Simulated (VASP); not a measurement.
**CuI: single point with PBE**

The system is CuI.

```
CELL_PARAMETERS angstrom
0.00000 3.12147 2.99853
2.99853 0.00000 2.99853
2.99853 3.12147 0.00000
ATOMIC_POSITIONS crystal
Cu 0.75000 0.75000 0.75000
I 0.00000 0.00000 0.00000
```

This cell differs from its parent crystal: volume 28.066 Å^3 an atom, c/a of the conventional cell 1.0410.

```
Program             : VASP 6.6.1
Task                : single point
Functional          : PBE
Potentials or basis : VASP PAW PBE potentials, release 64 (Cu, I)
Cutoff              : 520 eV
k mesh              : 8 × 8 × 8
Occupations         : gaussian, width 0.05 eV
Spin                : no spin polarisation
```

```yaml
Pressure: 0.0 GPa
Band_gap_on_the_k_mesh: 1.10 eV, direct
```

Stress tensor (GPa, compression positive):
```
 0.22  0.00  0.00
 0.00 -0.53  0.00
 0.00  0.00  0.22
```

Levels at points of the mesh, in eV from the valence-band top:
| k point | band 6 | band 7 | band 8 | band 9 | band 10 | band 11 | band 12 | band 13 |
| --- | --- | --- | --- | --- | --- | --- | --- | --- |
| (0.00, 0.00, 0.00) | -1.82 | -0.07 | 0.00 | 0.00 | 1.10 | 4.83 | 4.89 | 4.89 |
| (0.50, 0.00, 0.00) | -1.81 | -1.76 | -0.75 | -0.68 | 2.12 | 5.27 | 5.54 | 7.38 |
| (0.50, 0.50, 0.00) | -1.79 | -1.73 | -1.52 | -1.45 | 2.66 | 2.80 | 9.21 | 9.50 |
| (0.50, 0.00, 0.50) | -1.81 | -1.75 | -1.48 | -1.48 | 2.82 | 3.08 | 8.89 | 9.72 |

Wall time 20 s on 1 thread of AMD EPYC 9R45 96-Core Processor (Zen 5) (shared host), peak memory 0.18 GiB.

Caveat: spin-orbit coupling is left out, which moves the levels of the heavy elements.
